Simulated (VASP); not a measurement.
# SiO2 (P6_422) in VASP: further runs

The runs below take SiO2 through single point, with LDA.

Everything below comes from runs of VASP 6.6.1. Logs are shortened: lines on timing, memory, paths and dates and some standing lists are left out, and cuts for length are marked.

## 1. The cell of the first run

It takes space group P6_422 (No. 181, hexagonal). Conventional cell: a = 5.139 Å, b = 5.139 Å, c = 5.459 Å, α = 90.00°, β = 90.00°, γ = 120.00°. Si (site symmetry 222) has 4 O at 1.62 Å within 2.2 Å. Within 2.2 Å of O (site symmetry 2) lie 2 Si at 1.62 Å.

## 2. Single point, LDA (biaxial strain in the a-b plane: +2.0 %)

Input file INCAR:

```
ALGO     = Normal         # electronic algorithm
EDIFF    = 1E-7           # SCF threshold, eV
ENCUT    = 520            # plane-wave cutoff, eV
GGA      = CA             # functional
ISIF     = 2              # what is computed and relaxed
ISMEAR   = 0              # smearing method
LASPH    = True           # aspherical terms in the spheres
LCHARG   = False          # write CHGCAR
LREAL    = False          # projectors in reciprocal space
LWAVE    = False          # write WAVECAR
NBANDS   = 34             # bands
NELM     = 60             # most SCF steps
PREC     = Accurate       # precision mode
SIGMA    = 0.02           # smearing width, eV
```

Input file KPOINTS:

```
k-points
0
Gamma
  6 6 4
```

Input file POSCAR:

```
SiO2
1.0
    5.1394723645      0.0000000000      0.0000000000
   -2.5697361822      4.4509136297      0.0000000000
    0.0000000000      0.0000000000      5.4585567233
Si O
3 6
Direct
    0.0000000000      0.5000000000      0.3333333333
    0.5000000000      0.5000000000      0.6666666667
    0.5000000000      0.0000000000      0.0000000000
    0.5825682381      0.7912841191      0.8333333333
    0.7912841191      0.5825682381      0.5000000000
    0.7912841191      0.2087158809      0.1666666667
    0.4174317619      0.2087158809      0.8333333333
    0.2087158809      0.4174317619      0.5000000000
    0.2087158809      0.7912841191      0.1666666667
```

Potentials or basis: VASP PAW LDA potentials, release 64 (Si, O).

Run with:

```
$ cat potpaw_LDA.64/Si/POTCAR potpaw_LDA.64/O/POTCAR > POTCAR
$ mpirun -np 1 vasp_std > vasp.out
```

OUTCAR:

```text
EDIFF = 1E-7
   ENCUT = 520
   GGA = CA
   ISIF = 2
   ISMEAR = 0
   LASPH = True
   LREAL = False
   NELM = 60
   PREC = Accurate

 ion  position               nearest neighbor table
   1  0.000  0.500  0.333-   5 1.62   8 1.62   6 1.62   9 1.62   3 3.15   3 3.15   2 3.15   2 3.15

   2  0.500  0.500  0.667-   4 1.62   7 1.62   5 1.62   8 1.62   3 3.15   3 3.15   1 3.15   1 3.15

   3  0.500  0.000  0.000-   4 1.62   7 1.62   6 1.62   9 1.62   2 3.15   2 3.15   1 3.15   1 3.15

   4  0.583  0.791  0.833-   3 1.62   2 1.62
   5  0.791  0.583  0.500-   1 1.62   2 1.62
   6  0.791  0.209  0.167-   1 1.62   3 1.62
   7  0.417  0.209  0.833-   3 1.62   2 1.62
   8  0.209  0.417  0.500-   1 1.62   2 1.62
   9  0.209  0.791  0.167-   1 1.62   3 1.62

  LATTYP: Found a hexagonal cell.
 ALAT       =     5.1394723645
 C/A-ratio  =     1.0620850422

  Lattice vectors:

 A1 = (   5.1394723645,   0.0000000000,   0.0000000000)
 A2 = (  -2.5697361822,   4.4509136297,   0.0000000000)
 A3 = (   0.0000000000,   0.0000000000,   5.4585567233)

Analysis of symmetry for initial positions (statically):
=====================================================================
 Subroutine PRICEL returns:
 Original cell was already a primitive cell.

 Routine SETGRP: Setting up the symmetry group for a
 hexagonal supercell.

 Subroutine GETGRP returns: Found 12 space group operations
 (whereof  4 operations were pure point group operations)
 out of a pool of 24 trial point group operations.

The static configuration has the point symmetry D_2 .
 The point group associated with its full space group is D_6 .

Analysis of symmetry for dynamics (positions and initial velocities):
=====================================================================
 Subroutine PRICEL returns:
 Original cell was already a primitive cell.

 Routine SETGRP: Setting up the symmetry group for a
 hexagonal supercell.

 Subroutine GETGRP returns: Found 12 space group operations
 (whereof  4 operations were pure point group operations)
 out of a pool of 24 trial point group operations.

The dynamic configuration has the point symmetry D_2 .
 The point group associated with its full space group is D_6 .

 Subroutine INISYM returns: Found 12 space group operations
 (whereof  4 operations are pure point group operations),
 and found     1 'primitive' translations

----------------------------------------------------------------------------------------

                                     Primitive cell

  volume of cell :     124.8664

  direct lattice vectors                    reciprocal lattice vectors
     5.139472364  0.000000000  0.000000000     0.194572503  0.112336487  0.000000000
    -2.569736182  4.450913630  0.000000000     0.000000000  0.224672974  0.000000000
     0.000000000  0.000000000  5.458556723     0.000000000  0.000000000  0.183198609

  length of vectors
     5.139472364  5.139472364  5.458556723     0.224672974  0.224672974  0.183198609

  position of ions in fractional coordinates (direct lattice)
     0.000000000  0.500000000  0.333333333
     0.500000000  0.500000000  0.666666667
     0.500000000  0.000000000  0.000000000
     0.582568238  0.791284119  0.833333333
     0.791284119  0.582568238  0.500000000
     0.791284119  0.208715881  0.166666667
     0.417431762  0.208715881  0.833333333
     0.208715881  0.417431762  0.500000000
     0.208715881  0.791284119  0.166666667

  ion indices of the primitive-cell ions
   primitive index   ion index
                 1           1
                 2           2
                 3           3
                 4           4
                 5           5
                 6           6
                 7           7
                 8           8
                 9           9

----------------------------------------------------------------------------------------

 KPOINTS: k-points

Automatic generation of k-mesh.
 Grid dimensions read from file:
 generate k-points for:    6    6    4

 Generating k-lattice:

  Cartesian coordinates                     Fractional coordinates (reciprocal lattice)
     0.032428750  0.018722748  0.000000000     0.166666667  0.000000000  0.000000000
     0.000000000  0.037445496  0.000000000     0.000000000  0.166666667  0.000000000
     0.000000000  0.000000000  0.045799652     0.000000000  0.000000000  0.250000000

  Length of vectors
     0.037445496  0.037445496  0.045799652

  Shift w.r.t. Gamma in fractional coordinates (k-lattice)
     0.000000000  0.000000000  0.000000000

 Subroutine IBZKPT returns following result:
 ===========================================

 Found     21 irreducible k-points:

 Following reciprocal coordinates:
            Coordinates               Weight
  0.000000  0.000000  0.000000      1.000000
  0.166667  0.000000  0.000000      6.000000
  0.333333  0.000000  0.000000      6.000000
  0.500000  0.000000  0.000000      3.000000
  0.166667  0.166667  0.000000      6.000000
  0.333333  0.166667  0.000000     12.000000
[... 13 lines left out ...]
  0.333333  0.166667  0.500000     12.000000
  0.333333  0.333333  0.500000      2.000000
   k-points           NKPTS =     21   k-points in BZ     NKDIM =     21   number of bands    NBANDS=     34
   number of dos      NEDOS =    301   number of ions     NIONS =      9
   total plane-waves  NPLWV =  67200
   dimension x,y,z NGX =    40 NGY =   40 NGZ =   42
   dimension x,y,z NGXF=    80 NGYF=   80 NGZF=   84
   ions per type =               3   6
   NGX,Y,Z   is equivalent  to a cutoff of  12.94, 12.94, 12.79 a.u.
   NGXF,Y,Z  is equivalent  to a cutoff of  25.88, 25.88, 25.58 a.u.
 SYSTEM =  unknown system
   PREC   = accura    normal or accurate (medium, high low for compatibility)
   ISTART =      0    job   : 0-new  1-cont  2-samecut
   ICHARG =      2    charge: 1-file 2-atom 10-const
   ISPIN  =      1    spin polarized calculation?
   LNONCOLLINEAR =      F non collinear calculations
   LSORBIT =      F    spin-orbit coupling
   LASPH  =      T    aspherical Exc in radial PAW
   ENCUT  =  520.0 eV  38.22 Ry    6.18 a.u.   9.56  9.56 10.15*2*pi/ulx,y,z
   NELM   =     60;   NELMIN=  2; NELMDL= -5     # of ELM steps
   EDIFF  = 0.1E-06   stopping-criterion for ELM
   LREAL  =      F    real-space projection
   EDIFFG = 0.1E-05   stopping-criterion for IOM
   NSW    =      0    number of steps for IOM
   IBRION =     -1    ionic relax: 0-MD 1-quasi-New 2-CG
   NFREE  =      0    steps in history (QN), initial steepest desc. (CG)
   ISIF   =      2    stress and relaxation
   ISYM   =      2    0-nonsym 1-usesym 2-fastsym
   POTIM  = 0.5000    time-step for ionic-motion
   TEBEG  =    0.0;   TEEND  =   0.0 temperature during run
   PSTRESS=    0.0 pullay stress
   NELECT =      48.0000    total number of electrons
   NUPDOWN=      -1.0000    fix difference up-down
   EMIN   =  10.00;   EMAX   =-10.00  energy-range for DOS
   EFERMI =   0.00;   METHOD = LEGACY
   ISMEAR =     0;   SIGMA  =   0.02  broadening in eV -4-tet -1-fermi 0-gaus
   EFERMI_NEDOS =   21; number of points for ismear=-14 and -15
   IALGO  =     38    algorithm
   IMIX   =      4    mixing-type and parameters
     AMIX     =   0.40;   BMIX     =  1.00
     AMIX_MAG =   1.60;   BMIX_MAG =  1.00
  volume/ion in A,a.u.               =      13.87        93.63
  Fermi-wavevector in a.u.,A,eV,Ry     =   1.190347  2.249429 19.278432  1.416925
  Thomas-Fermi vector in A             =   2.326433
   LORBIT       =      0    0 simple, 1 ext, 2 COOP (PROOUT), +10 PAW based schemes
   GGA     = CA    functional components
   LHFCALC =     F    Hartree Fock is set to
   AEXX    =    0.0000 exact exchange contribution
   IVDW    =     0    specifies the selected vdW correction
   LEPSILON=     F    determine dielectric tensor
   LRPA    =     F    only Hartree local field effects (RPA)
 non-spin polarized calculation
 Gauss-broadening in eV      SIGMA  =   0.02
  energy-cutoff  :      520.00
  volume of cell :      124.87
 maximum number of plane-waves:      3382
 NGX is ok and might be reduce to    40
   NGX = 19   NGY = 19   NGZ = 21

 number of electron      48.0000014 magnetization

 Free energy of the ion-electron system (eV)
  ---------------------------------------------------
  ext. energy  EPLUGINS =         0.00000000
  ---------------------------------------------------
  free energy    TOTEN  =       -77.76396484 eV

  energy without entropy =      -77.76396484  energy(sigma->0) =      -77.76396484

 E-fermi :   0.2538     XC(G=0):  -9.2437

 val. band max:        0.1603185672   @ k =   0.5000   0.0000   0.0000
 cond. band min:       5.5197595554   @ k =   0.0000   0.0000   0.0000
 fundamental gap:      5.3594409882
 Fermi energy:         0.2538248939

 k-point     1 :       0.0000    0.0000    0.0000
  band No.  band energies     occupation
      1     -18.9456      2.00000
      2     -17.4308      2.00000
      3     -17.4308      2.00000
      4     -16.8914      2.00000
      5     -16.8285      2.00000
      6     -16.8285      2.00000
[... 26 lines left out ...]
     33      12.6007      0.00000
     34      12.6007      0.00000

 k-point     2 :       0.1667    0.0000    0.0000
  band No.  band energies     occupation
      1     -18.8721      2.00000
      2     -17.5534      2.00000
      3     -17.4334      2.00000
      4     -16.8742      2.00000
      5     -16.8320      2.00000
      6     -16.8251      2.00000
[... 26 lines left out ...]
     33      12.5990      0.00000
     34      13.0579      0.00000
[... 664 lines left out ...]
     33      10.9991      0.00000
     34      11.2969      0.00000

 k-point    21 :       0.3333    0.3333    0.5000
  band No.  band energies     occupation
      1     -18.4439      2.00000
      2     -17.7887      2.00000
      3     -17.7887      2.00000
      4     -16.8785      2.00000
      5     -16.8174      2.00000
      6     -16.8174      2.00000
[... 26 lines left out ...]
     33      11.1746      0.00000
     34      11.1822      0.00000

------------------------ aborting loop because EDIFF is reached ----------------------------------------

  FORCE on cell =-STRESS in cart. coord.  units (eV):
  Direction    XX          YY          ZZ          XY          YZ          ZX
  --------------------------------------------------------------------------------------
  -------------------------------------------------------------------------------------
  Total       -3.6424378     -3.6424378     -1.9641660     -0.0000000      0.0000000      0.0000000
  in kB      -46.7366094    -46.7366094    -25.2024778     -0.0000000      0.0000000      0.0000000
  external PRESSURE =     -39.5585655 kB  Pullay stress =       0.0000000 kB

 VOLUME and BASIS-vectors are now :
 -----------------------------------------------------------------------------
  energy-cutoff  :      520.00
  volume of cell :      124.87
      direct lattice vectors                 reciprocal lattice vectors
     5.139472364  0.000000000  0.000000000     0.194572503  0.112336487  0.000000000
    -2.569736182  4.450913630  0.000000000     0.000000000  0.224672974  0.000000000
     0.000000000  0.000000000  5.458556723     0.000000000  0.000000000  0.183198609

 POSITION                                       TOTAL-FORCE (eV/Angst)
 -----------------------------------------------------------------------------------
     -1.28487      2.22546      1.81952         0.000000      0.000000      0.000000
      1.28487      2.22546      3.63904         0.000000      0.000000     -0.000000
      2.56974      0.00000      0.00000         0.000000      0.000000      0.000000
      0.96070      3.52194      4.54880        -0.134053     -0.077396     -0.000000
      2.56974      2.59296      2.72928        -0.000000     -0.154791      0.000000
      3.53044      0.92898      0.90976        -0.134053      0.077396      0.000000
      1.60903      0.92898      4.54880         0.134053      0.077396     -0.000000
     -0.00000      1.85795      2.72928         0.000000      0.154791      0.000000
     -0.96070      3.52194      0.90976         0.134053     -0.077396     -0.000000
 -----------------------------------------------------------------------------------
    total drift:                               -0.000000      0.000000      0.000001

  FREE ENERGIE OF THE ION-ELECTRON SYSTEM (eV)
  ---------------------------------------------------
  free  energy   TOTEN  =       -77.7639648356 eV

  energy  without entropy=      -77.7639648356  energy(sigma->0) =      -77.76396484
```

It took 49 s on 1 thread of Intel Xeon 6975P-C (Granite Rapids), shared host; peak memory 0.22 GiB.

What came out:

| Item | Value |
| --- | --- |
| Free energy | -77.7640 eV |
| Pressure | -4.0 GPa |
| Largest force | 0.155 eV/Å |
| Band gap on the k mesh | 5.36 eV, indirect (least direct gap 5.63 eV) |

Forces in eV/Å, atoms in the order of the input:
```
Si   0.000  0.000  0.000
Si   0.000  0.000  0.000
Si   0.000  0.000  0.000
O   -0.134 -0.077  0.000
O    0.000 -0.155  0.000
O   -0.134  0.077  0.000
O    0.134  0.077  0.000
O    0.000  0.155  0.000
O    0.134 -0.077  0.000
```

Stress tensor (GPa, compression positive):
```
-4.67  0.00  0.00
 0.00 -4.67  0.00
 0.00  0.00 -2.52
```

Caveat: the cell differs from its parent crystal (biaxial strain in the a-b plane: +2.0 %). A k mesh can miss the band edges.

## 3. Single point, LDA (biaxial strain in the a-b plane: -2.0 %)

Input file INCAR:

```
ALGO = Normal
EDIFF = 1E-7
ENCUT = 520
ISIF = 2
ISMEAR = 0
LASPH = T
LCHARG = T
LELF = T
LREAL = F
LVHAR = T
LWAVE = F
NBANDS = 34
NELM = 80
PREC = Accurate
SIGMA = 0.02
```

KPOINTS is that of step 2.

Input file POSCAR:

```
SiO2
1.0
    4.9379244286      0.0000000000      0.0000000000
   -2.4689622143      4.2763679972      0.0000000000
    0.0000000000      0.0000000000      5.5911532429
Si O
3 6
Direct
    0.0000000000      0.5000000000      0.3333333333
    0.5000000000      0.5000000000      0.6666666667
    0.5000000000      0.0000000000      0.0000000000
    0.5864469726      0.7932234863      0.8333333333
    0.7932234863      0.5864469726      0.5000000000
    0.7932234863      0.2067765137      0.1666666667
    0.4135530274      0.2067765137      0.8333333333
    0.2067765137      0.4135530274      0.5000000000
    0.2067765137      0.7932234863      0.1666666667
```

Potentials or basis: VASP PAW LDA potentials, release 64 (Si, O).

Run with:

```
$ cat potpaw_LDA.64/Si/POTCAR potpaw_LDA.64/O/POTCAR > POTCAR
$ mpirun -np 1 vasp_std > vasp.out
```

OUTCAR:

```text
EDIFF = 1E-7
   ENCUT = 520
   ISIF = 2
   ISMEAR = 0
   LASPH = T
   LREAL = F
   NELM = 80
   PREC = Accurate

 ion  position               nearest neighbor table
   1  0.000  0.500  0.333-   6 1.59   9 1.59   8 1.59   5 1.59   3 3.09   3 3.09   2 3.09   2 3.09

   2  0.500  0.500  0.667-   4 1.59   7 1.59   5 1.59   8 1.59   3 3.09   3 3.09   1 3.09   1 3.09

   3  0.500  0.000  0.000-   4 1.59   6 1.59   7 1.59   9 1.59   1 3.09   2 3.09   2 3.09   1 3.09

[... 994 lines left out ...]
  Total        4.5580761      4.5580761      3.1824058      0.0000000     -0.0000000      0.0000000
  in kB       61.8544924     61.8544924     43.1862239      0.0000000     -0.0000000      0.0000000
  external PRESSURE =      55.6317362 kB  Pullay stress =       0.0000000 kB

 VOLUME and BASIS-vectors are now :
 -----------------------------------------------------------------------------
  energy-cutoff  :      520.00
  volume of cell :      118.06
      direct lattice vectors                 reciprocal lattice vectors
     4.937924429  0.000000000  0.000000000     0.202514237  0.116921649  0.000000000
    -2.468962214  4.276367997  0.000000000     0.000000000  0.233843299  0.000000000
     0.000000000  0.000000000  5.591153243     0.000000000  0.000000000  0.178853978

 POSITION                                       TOTAL-FORCE (eV/Angst)
 -----------------------------------------------------------------------------------
     -1.23448      2.13818      1.86372         0.000000     -0.000000      0.000000
      1.23448      2.13818      3.72744         0.000000     -0.000000      0.000000
      2.46896      0.00000      0.00000         0.000000     -0.000000      0.000000
      0.93739      3.39212      4.65929         0.166112      0.095905      0.000000
      2.46896      2.50786      2.79558         0.000000      0.191809      0.000000
      3.40635      0.88425      0.93186         0.166112     -0.095905     -0.000000
      1.53157      0.88425      4.65929        -0.166112     -0.095905     -0.000000
      0.00000      1.76850      2.79558         0.000000     -0.191809      0.000000
     -0.93739      3.39212      0.93186        -0.166112      0.095905     -0.000000
 -----------------------------------------------------------------------------------
    total drift:                                0.000000     -0.000000     -0.000001

  FREE ENERGIE OF THE ION-ELECTRON SYSTEM (eV)
  ---------------------------------------------------
  free  energy   TOTEN  =       -77.7312201173 eV

  energy  without entropy=      -77.7312201173  energy(sigma->0) =      -77.73122012
```

OSZICAR:

```text
N       E                     dE             d eps       ncg     rms          rms(c)
DAV:   1     0.272941201236E+03    0.27294E+03   -0.25196E+04  1436   0.130E+03
DAV:   2    -0.693217576305E+02   -0.34226E+03   -0.33085E+03  1832   0.301E+02
DAV:   3    -0.881741568641E+02   -0.18852E+02   -0.18770E+02  1848   0.744E+01
DAV:   4    -0.883797157091E+02   -0.20556E+00   -0.20539E+00  1792   0.878E+00
DAV:   5    -0.883827347542E+02   -0.30190E-02   -0.30170E-02  1824   0.104E+00    0.273E+01
DAV:   6    -0.780361472657E+02    0.10347E+02   -0.36914E+01  1606   0.322E+01    0.137E+01
DAV:   7    -0.778446824658E+02    0.19146E+00   -0.10463E+00  1718   0.490E+00    0.471E+00
DAV:   8    -0.777466863592E+02    0.97996E-01   -0.64512E-02  1796   0.169E+00    0.176E+00
DAV:   9    -0.777306407341E+02    0.16046E-01   -0.21725E-02  1808   0.979E-01    0.265E-01
DAV:  10    -0.777312653999E+02   -0.62467E-03   -0.20584E-03  1724   0.243E-01    0.919E-02
DAV:  11    -0.777312190520E+02    0.46348E-04   -0.54284E-04  1768   0.137E-01    0.178E-02
DAV:  12    -0.777312198151E+02   -0.76314E-06   -0.12919E-05  1724   0.205E-02    0.731E-03
DAV:  13    -0.777312200604E+02   -0.24523E-06   -0.35559E-06  1768   0.103E-02    0.377E-03
DAV:  14    -0.777312201173E+02   -0.56910E-07   -0.98067E-08  1278   0.188E-03
   1 F= -.77731220E+02 E0= -.77731220E+02  d E =-.272357E-17
```

It took 54 s on 1 thread of AMD EPYC 9R14 (Zen 4), shared host; peak memory 0.19 GiB.

What came out:

- Free energy: -77.7312 eV
- Pressure: 5.6 GPa
- Largest force: 0.192 eV/Å
- Band gap on the k mesh: 5.56 eV, indirect (least direct gap 5.69 eV)

Forces on the atoms (eV/Å):
```
Si   0.000  0.000  0.000
Si   0.000  0.000  0.000
Si   0.000  0.000  0.000
O    0.166  0.096  0.000
O    0.000  0.192  0.000
O    0.166 -0.096  0.000
O   -0.166 -0.096  0.000
O    0.000 -0.192  0.000
O   -0.166  0.096  0.000
```

Stress tensor (GPa, compression positive):
```
6.19 0.00 0.00
0.00 6.19 0.00
0.00 0.00 4.32
```

Levels at points of the mesh, in eV from the valence-band top:
| k point | band 21 | band 22 | band 23 | band 24 | band 25 | band 26 | band 27 | band 28 |
| --- | --- | --- | --- | --- | --- | --- | --- | --- |
| (0.00, 0.00, 0.00) | -1.13 | -0.54 | -0.54 | -0.13 | 5.56 | 8.77 | 8.77 | 9.16 |
| (0.50, 0.00, 0.00) | -1.25 | -1.11 | -0.44 | -0.03 | 7.63 | 8.53 | 9.46 | 9.57 |
| (0.00, 0.00, 0.50) | -1.21 | -0.38 | 0.00 | 0.00 | 7.37 | 7.37 | 8.10 | 9.64 |
| (0.50, 0.00, 0.50) | -1.01 | -0.83 | -0.79 | -0.35 | 8.80 | 8.92 | 9.15 | 9.19 |

Caveat: the cell differs from its parent crystal (biaxial strain in the a-b plane: -2.0 %). A k mesh can miss the band edges.
